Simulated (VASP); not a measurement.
# SiO2: single point with PBE

Crystal: SiO2.

```
Si O
1.0
    -2.40775    2.40775    3.65952
     2.40775   -2.40775    3.65952
     2.40775    2.40775   -3.65952
Si O
2 4
Cartesian
  0.0000 0.0000 0.0000
  0.0000 2.4078 1.8298
  1.2039 3.0028 2.7446
  0.5950 1.2039 0.9149
  -1.2039 1.8127 2.7446
  -0.5950 3.6116 0.9149
```

This cell differs from its parent crystal: volume scaled by 0.91, then relaxed in part.

```json
{
  "Program": "VASP 6.6.1",
  "Task": "single point",
  "Functional": "PBE",
  "Potentials or basis": "VASP PAW PBE potentials, release 64 (Si, O)",
  "Cutoff": "520 eV",
  "k mesh": "6 × 6 × 6",
  "Occupations": "gaussian, width 0.02 eV",
  "Spin": "no spin polarisation",
  "Dipole correction": "no",
  "Further INCAR settings": "ALGO = Normal; EDIFF = 1e-07; NBANDS = 25"
}
```

```json
{
  "Pressure": "2.7 GPa",
  "Largest force": "0.006 eV/Å",
  "Band gap on the k mesh": "6.05 eV, direct"
}
```

Forces in eV/Å, atoms in the order of the input:
```
Si   0.000  0.000  0.000
Si   0.000  0.000  0.000
O    0.000  0.006  0.000
O    0.006  0.000  0.000
O    0.000 -0.006  0.000
O   -0.006  0.000  0.000
```

Levels at points of the mesh, in eV from the valence-band top:
```tsv
k point	band 13	band 14	band 15	band 16	band 17	band 18	band 19	band 20
(0.00, 0.00, 0.00)	-1.25	-0.99	0.00	0.00	6.05	8.73	11.44	11.48
(0.50, 0.00, 0.00)	-1.23	-0.66	-0.24	-0.19	8.37	9.33	10.06	10.24
(0.50, 0.50, 0.00)	-0.71	-0.71	-0.20	-0.20	9.49	9.49	10.20	10.20
(0.50, 0.50, 0.50)	-1.45	-1.45	-0.13	-0.13	9.10	9.10	9.74	9.74
```

Wall time 33 s on 1 thread of Intel(R) Xeon(R) 6975P-C (Granite Rapids), with other jobs on the host, peak memory 0.24 GiB.

 A k mesh can miss the band edges.
